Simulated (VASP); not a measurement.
# GaP in VASP: single point with PBEsol

Aim: the single point of GaP with PBEsol.

All numbers are computed with VASP 6.6.1; they aren't measurements. Logs are shortened: lines on timing, memory, paths and dates and some standing lists are left out, and cuts for length are marked.

## 1. The cell of the first run

The cell holds a slab with vacuum, 12 atoms: a = 7.691 Å, b = 3.846 Å, c = 21.798 Å, α = 90.00°, β = 90.00°, γ = 90.00°.

## 2. Single point, PBEsol

Contents of INCAR:

```
SYSTEM = GaP
  PREC = Accurate
  ENCUT = 520
  EDIFF = 1E-6
  ISMEAR = 0
  SIGMA = 0.05
  LREAL = .False.
  LASPH = .True.
  NELM = 100
  ALGO = Normal
  ISIF = 2
  LWAVE = .False.
  LCHARG = .False.
  LDIPOL = .True.
  IDIPOL = 3
  DIPOL = 0.5 0.5 0.499
  GGA = PS
  NBANDS = 66
```

Contents of KPOINTS:

```
Automatic mesh
0
Gamma
  4 7 1
  0 0 0
```

Contents of POSCAR:

```
GaP
1.0
    7.6911300136      0.0000000000      0.0000000000
    0.0000000000      3.8455650068      0.0000000000
    0.0000000000      0.0000000000     21.7980627345
P Ga
6 6
Direct
    0.5000000000      0.5000000000      0.3440672729
    0.0000000000      0.5000000000      0.3440672729
    0.7500594627      0.0051316839      0.4871046291
    0.2500561340     -0.0010080942      0.4669407625
    0.0354757863      0.4928197172      0.6066503456
    0.4646253093      0.4927889273      0.6066555657
    0.2500000000      0.5000000000      0.4064403638
    0.7500000000      0.5000000000      0.4064403638
    0.4685646373     -0.0067553816      0.5384909161
    0.0315543852     -0.0067172140      0.5384900283
    0.7500508310      0.4961694086      0.5727361920
    0.2500081464      0.9576118948      0.6669599557
```

Potentials or basis: VASP PAW PBE potentials, release 64 (P, Ga_d).

Launch:

```sh
$ cat potpaw_PBE.64/P/POTCAR potpaw_PBE.64/Ga_d/POTCAR > POTCAR
$ mpirun -np 1 vasp_std > vasp.out
```

OUTCAR:

```text
SYSTEM = GaP
   PREC = Accurate
   ENCUT = 520
   EDIFF = 1E-6
   ISMEAR = 0
   LREAL = .False.
   LASPH = .True.
   NELM = 100
   ISIF = 2
   GGA = PS

 ion  position               nearest neighbor table
   1  0.500  0.500  0.344-   7 2.35   8 2.35
   2  0.000  0.500  0.344-   7 2.35   8 2.35
   3  0.750  0.005  0.487-  10 2.44   9 2.44   8 2.59   8 2.62  11 2.66  11 2.70
   4  0.250  0.999  0.467-  10 2.29   9 2.29   7 2.33   7 2.33
   5  0.035  0.493  0.607-  11 2.32  10 2.43  10 2.43  12 2.77
   6  0.465  0.493  0.607-  11 2.32   9 2.43   9 2.43  12 2.77
   7  0.250  0.500  0.406-   4 2.33   4 2.33   1 2.35   2 2.35
   8  0.750  0.500  0.406-   1 2.35   2 2.35   3 2.59   3 2.62
   9  0.469  0.993  0.538-   4 2.29   6 2.43   6 2.43   3 2.44
  10  0.032  0.993  0.538-   4 2.29   5 2.43   5 2.43   3 2.44
  11  0.750  0.496  0.573-   5 2.32   6 2.32   3 2.66   3 2.70
  12  0.250  0.958  0.667-   5 2.77   6 2.77

  LATTYP: Found a simple orthorhombic cell.
 ALAT       =     3.8455650068
 B/A-ratio  =     2.0000000000
 C/A-ratio  =     5.6683641275

  Lattice vectors:

 A1 = (   0.0000000000,  -3.8455650068,   0.0000000000)
 A2 = (   7.6911300136,   0.0000000000,   0.0000000000)
 A3 = (   0.0000000000,   0.0000000000,  21.7980627345)

Analysis of symmetry for initial positions (statically):
=====================================================================
 Subroutine PRICEL returns:
 Original cell was already a primitive cell.

 Routine SETGRP: Setting up the symmetry group for a
 simple orthorhombic supercell.

 Subroutine GETGRP returns: Found  1 space group operations
 (whereof  1 operations were pure point group operations)
 out of a pool of  8 trial point group operations.

The static configuration has the point symmetry C_1 .

Analysis of symmetry for dynamics (positions and initial velocities):
=====================================================================
 Subroutine PRICEL returns:
 Original cell was already a primitive cell.

 Routine SETGRP: Setting up the symmetry group for a
 simple orthorhombic supercell.

 Subroutine GETGRP returns: Found  1 space group operations
 (whereof  1 operations were pure point group operations)
 out of a pool of  8 trial point group operations.

The dynamic configuration has the point symmetry C_1 .

[... 124 lines left out ...]
   EFERMI_NEDOS =   21; number of points for ismear=-14 and -15
   IALGO  =     38    algorithm
   IMIX   =      4    mixing-type and parameters
     AMIX     =   0.40;   BMIX     =  1.00
     AMIX_MAG =   1.60;   BMIX_MAG =  1.00
  volume/ion in A,a.u.               =      53.73       362.56
  Fermi-wavevector in a.u.,A,eV,Ry     =   0.902457  1.705397 11.080983  0.814429
  Thomas-Fermi vector in A             =   2.025663
   LORBIT       =      0    0 simple, 1 ext, 2 COOP (PROOUT), +10 PAW based schemes
   GGA     = PS    functional components
   LHFCALC =     F    Hartree Fock is set to
   AEXX    =    0.0000 exact exchange contribution
   IVDW    =     0    specifies the selected vdW correction
   LEPSILON=     F    determine dielectric tensor
   LRPA    =     F    only Hartree local field effects (RPA)
 non-spin polarized calculation
 Gauss-broadening in eV      SIGMA  =   0.05
  energy-cutoff  :      520.00
  volume of cell :      644.72
 maximum number of plane-waves:     17404
 NGX is ok and might be reduce to    60
   NGX = 29   NGY = 15   NGZ = 81

 dipolmoment           0.000000      0.000000      0.112184 electrons x Angstroem

 number of electron     107.9999992 magnetization

 dipolmoment           0.000000      0.000000     -0.314998 electrons x Angstroem

 Free energy of the ion-electron system (eV)
  ---------------------------------------------------
  ext. energy  EPLUGINS =         0.00000000
  ---------------------------------------------------
  free energy    TOTEN  =       -52.53598144 eV

  energy without entropy =      -52.52660216  energy(sigma->0) =      -52.53129180

 E-fermi :  -1.5801     XC(G=0):  -4.4763

 val. band max:       -1.5977451528   @ k =   0.5000   0.2857   0.0000
 cond. band min:      -1.5477004994   @ k =   0.0000   0.2857   0.0000
 fundamental gap:      0.0500446534
 Fermi energy:        -1.5800682743

 k-point     1 :       0.0000    0.0000    0.0000
  band No.  band energies     occupation
      1     -16.7873      2.00000
      2     -16.6540      2.00000
      3     -16.6525      2.00000
      4     -16.6452      2.00000
      5     -16.6170      2.00000
      6     -16.4406      2.00000
[... 1024 lines left out ...]
     65       3.2035      0.00000
     66       3.3748      0.00000

------------------------ aborting loop because EDIFF is reached ----------------------------------------

 vacuum level on the upper side and lower side of the slab       (xc-potential included)        -0.972         0.865

  FORCE on cell =-STRESS in cart. coord.  units (eV):
  Direction    XX          YY          ZZ          XY          YZ          ZX
  --------------------------------------------------------------------------------------
  -------------------------------------------------------------------------------------
  Total       -0.5807888     -7.0065872     -1.2767077      0.0001524      0.0620274     -0.0019184
  in kB       -1.4433133    -17.4120100     -3.1727354      0.0003788      0.1541436     -0.0047674
  external PRESSURE =      -7.3426862 kB  Pullay stress =       0.0000000 kB

 VOLUME and BASIS-vectors are now :
 -----------------------------------------------------------------------------
  energy-cutoff  :      520.00
  volume of cell :      644.72
      direct lattice vectors                 reciprocal lattice vectors
     7.691130014  0.000000000  0.000000000     0.130019906  0.000000000  0.000000000
     0.000000000  3.845565007  0.000000000     0.000000000  0.260039812  0.000000000
     0.000000000  0.000000000 21.798062735     0.000000000  0.000000000  0.045875636

 POSITION                                       TOTAL-FORCE (eV/Angst)
 -----------------------------------------------------------------------------------
      3.84557      1.92278      7.50000         0.176073      0.002037      0.474510
      0.00000      1.92278      7.50000        -0.175460      0.002014      0.474625
      5.76880      0.01973     10.61794        -0.000230     -0.004828      0.002563
      1.92321      3.84169     10.17840         0.000050      0.001659      0.006488
      0.27285      1.89517     13.22380        -0.001496      0.002885      0.002200
      3.57349      1.89505     13.22392         0.001486      0.003069      0.001538
      1.92278      1.92278      8.85961        -0.000087     -0.020821     -0.621524
      5.76835      1.92278      8.85961         0.000227      0.002749     -0.338388
      3.60379      3.81959     11.73806        -0.013419     -0.001220     -0.005802
      0.24269      3.81973     11.73804         0.012925     -0.001542     -0.006579
      5.76874      1.90805     12.48454        -0.000522      0.012110      0.014931
      1.92285      3.68256     14.53843         0.000452      0.001888     -0.004562
 -----------------------------------------------------------------------------------
    total drift:                               -0.000017     -0.000662      0.002868

  FREE ENERGIE OF THE ION-ELECTRON SYSTEM (eV)
  ---------------------------------------------------
  free  energy   TOTEN  =       -52.5359814447 eV

  energy  without entropy=      -52.5266021624  energy(sigma->0) =      -52.53129180

 vacuum level on the upper side and lower side of the slab         2.729         4.634
```

OSZICAR:

```text
N       E                     dE             d eps       ncg     rms          rms(c)
DAV:   1     0.881796527465E+03    0.88180E+03   -0.47068E+04  2084   0.168E+03
DAV:   2     0.793164371284E+02   -0.80248E+03   -0.77607E+03  2388   0.405E+02
DAV:   3    -0.435623886991E+02   -0.12288E+03   -0.11940E+03  2296   0.159E+02
[... 21 lines left out ...]
DAV:  25    -0.525359705678E+02   -0.89262E-05   -0.44643E-07  1456   0.281E-03    0.398E-04
DAV:  26    -0.525359769290E+02   -0.63612E-05   -0.31239E-07  1464   0.280E-03    0.447E-04
DAV:  27    -0.525359791839E+02   -0.22549E-05   -0.93814E-08  1384   0.203E-03    0.243E-04
DAV:  28    -0.525359805454E+02   -0.13615E-05   -0.56106E-08  1392   0.120E-03    0.142E-04
DAV:  29    -0.525359814447E+02   -0.89925E-06   -0.49130E-08  1312   0.144E-03
   1 F= -.52535981E+02 E0= -.52531292E+02  d E =-.937928E-02
```

It took 24 min on 1 thread of Intel Xeon Platinum 8259CL at 2.50GHz (Skylake/Cascade Lake), shared host; peak memory 0.87 GiB.

What came out:

```
Free energy            : -52.5360 eV
Largest force          : 0.622 eV/Å
Band gap on the k mesh : zero (band 54 reaches -0.50 eV, above the bottom of band 55 at -1.99 eV)
```

Forces in eV/Å, atoms in the order of the input:
```
P    0.176  0.002  0.475
P   -0.175  0.002  0.475
P    0.000 -0.005  0.003
P    0.000  0.002  0.006
P   -0.001  0.003  0.002
P    0.001  0.003  0.002
Ga   0.000 -0.021 -0.622
Ga   0.000  0.003 -0.338
Ga  -0.013 -0.001 -0.006
Ga   0.013 -0.002 -0.007
Ga  -0.001  0.012  0.015
Ga   0.000  0.002 -0.005
```

Caveat: the PAW data sets were made with another functional, which shifts forces and pressure a little.
